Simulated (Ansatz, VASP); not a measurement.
## Two plane-wave programs on Re

```
CELL_PARAMETERS angstrom
2.75223 0.00000 0.00000
-1.37612 2.38351 0.00000
0.00000 0.00000 4.43787
ATOMIC_POSITIONS crystal
Re 0.33333 0.66667 0.25000
Re 0.66667 0.33333 0.75000
```

Alike in both runs: functional PBEsol; k mesh 13 × 13 × 7; occupations fermi-dirac, width 0.1 eV; no spin polarisation.

Ansatz relaxed the structure, and its values are those at the end. VASP's run is a single point on that final structure, the one shown.

|  | VASP | Ansatz |
| --- | --- | --- |
| version | VASP 6.6.1 | Ansatz 0.2.0 |
| potentials or method | VASP PAW PBE potentials, release 64 (Re), cutoff 520 eV | plane waves (420 eV) with PAW, scalar-relativistic |
| valence electrons in the cell | 14 | 30 |

```csv
,VASP,Ansatz,Ansatz less VASP
pressure (GPa),0.0,0.0,-0.02
```

VASP's potentials were made for PBE, not for PBEsol, and Ansatz warns of the same on its side. With one functional, cell and mesh, what is left measures potentials, basis and numerics. VASP's potentials hold 14 valence electrons a cell and Ansatz's 30, so a difference there can come from the potentials and not from the codes.

Spin-orbit coupling is off throughout.
